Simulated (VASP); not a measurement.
Set up this calculation in VASP 6.6.1, as the native input.

```yaml
Task: single point
Functional: PBE
Potentials_or_basis: VASP PAW PBE potentials, release 64 (Hf_pv, Sn_d, S)
Cutoff: 520 eV
k_mesh: 12 × 12 × 2
Occupations: gaussian, width 0.02 eV
Spin: no spin polarisation
Dipole_correction: no
Further_INCAR_settings: ALGO = Normal; EDIFF = 1e-06; NBANDS = 47
```

The structure of HfSn2S6 lies in POSCAR:

```
HfSn2S6
1.0
    3.6843342416      0.0000000000      0.0000000000
   -1.8421671208      3.1907270493      0.0000000000
    0.0000000000      0.0000000000     20.4166457174
Hf Sn S
1 2 6
Direct
    0.0000000000      0.0000000000      0.0000000000
    0.0000000000      0.0000000000      0.6681737232
    0.0000000000      0.0000000000      0.3318262768
    0.3333333333      0.6666666667      0.7409116362
    0.3333333333      0.6666666667      0.0701018375
    0.3333333333      0.6666666667      0.4045605087
    0.6666666667      0.3333333333      0.9298981625
    0.6666666667      0.3333333333      0.2590883638
    0.6666666667      0.3333333333      0.5954394913
```

These files were run (other wordings do the same):

INCAR

```
  PREC = Accurate
  ENCUT = 520
  EDIFF = 1E-6
  ISMEAR = 0
  SIGMA = 0.02
  LREAL = F
  LASPH = T
  NELM = 80
  ALGO = Normal
  ISIF = 2
  LWAVE = F
  LCHARG = T
  GGA = PE
  LELF = T
  LVHAR = T
  NBANDS = 47
```

KPOINTS

```
Automatic mesh
0
Gamma
  12 12 2
```

Potentials or basis: VASP PAW PBE potentials, release 64 (Hf_pv, Sn_d, S).

Command:

```bash
$ cat potpaw_PBE.64/Hf_pv/POTCAR potpaw_PBE.64/Sn_d/POTCAR potpaw_PBE.64/S/POTCAR > POTCAR
$ mpirun -np 1 vasp_std > vasp.out
```

It gave:

| Quantity | Value |
| --- | --- |
| Pressure | -0.2 GPa |
| Largest force | 0.063 eV/Å |
| Band gap on the k mesh | 1.22 eV (least direct gap 1.76 eV) |

Caveat: spin-orbit coupling is left out, which moves the levels of the heavy elements; this functional lacks dispersion, which binds layers or chains, so the pressure and a relaxed spacing across them are unreliable.

Wall time 19 min on 1 thread of Intel Xeon 8259CL, on a shared host, peak memory 0.58 GiB.
